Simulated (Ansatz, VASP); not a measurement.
## AlAs: VASP beside Ansatz

The input INCAR:

```
PREC     = Accurate       # precision mode
ENCUT    = 500            # plane-wave cutoff, eV
EDIFF    = 1E-6           # SCF threshold, eV
ISMEAR   = 0              # smearing method
SIGMA    = 0.01           # smearing width, eV
LREAL    = F              # projectors in reciprocal space
LASPH    = T              # aspherical terms in the spheres
NELM     = 120            # most SCF steps
ALGO     = Normal         # electronic algorithm
ISIF     = 2              # what is computed and relaxed
LWAVE    = F              # write WAVECAR
LCHARG   = F              # write CHGCAR
GGA      = PE             # functional
NBANDS   = 11             # bands
GGA_COMPAT= F
```

Contents of KPOINTS:

```
Automatic mesh
0
Gamma
  6 6 6
```

Contents of POSCAR:

```
AlAs
1.0
    0.0000000000      2.9203315913      2.9203315913
    2.9203315913      0.0000000000      2.9203315913
    2.9203315913      2.9203315913      0.0000000000
Al As
1 1
Direct
    0.0000000000      0.0000000000      0.0000000000
    0.2500000000      0.2500000000      0.2500000000
```

Input for Ansatz:

```yaml
crystal:
  lattice:
    - [0.0, 2.9203315913, 2.9203315913]
    - [2.9203315913, 0.0, 2.9203315913]
    - [2.9203315913, 2.9203315913, 0.0]
  atoms:
    - { symbol: Al, position: [0.0, 0.0, 0.0] }
    - { symbol: As, position: [0.25, 0.25, 0.25] }
kpoints:
  mp_grid: { grid: [6, 6, 6] }
hamiltonian:
  xc: pbe
scf:
  occupations: { method: fixed }
  n_extra_bands: 4
output:
  forces: true
  stress: true
  eigenvalues: true
```

Alike in both runs: task single point; functional PBE; k mesh 6 × 6 × 6; no spin polarisation.

|  | VASP | Ansatz |
| --- | --- | --- |
| version | VASP 6.6.1 | Ansatz 0.2.0 |
| potentials or method | VASP PAW PBE potentials, release 64 (Al, As) | plane waves, PAW |
| plane-wave cutoff (eV) | 500 | 420 |
| occupations | gaussian, width 0.01 eV | fixed |
| valence electrons in the cell | 8 | 18 |

```csv
,VASP,Ansatz,Ansatz less VASP
gap on the k mesh at the Fermi level (eV),1.34,1.33,-0.003
pressure (GPa),-3.3,-3.4,-0.12
```

VASP's potentials hold 8 valence electrons a cell and Ansatz's 18, so a difference there can come from the potentials and not from the codes.
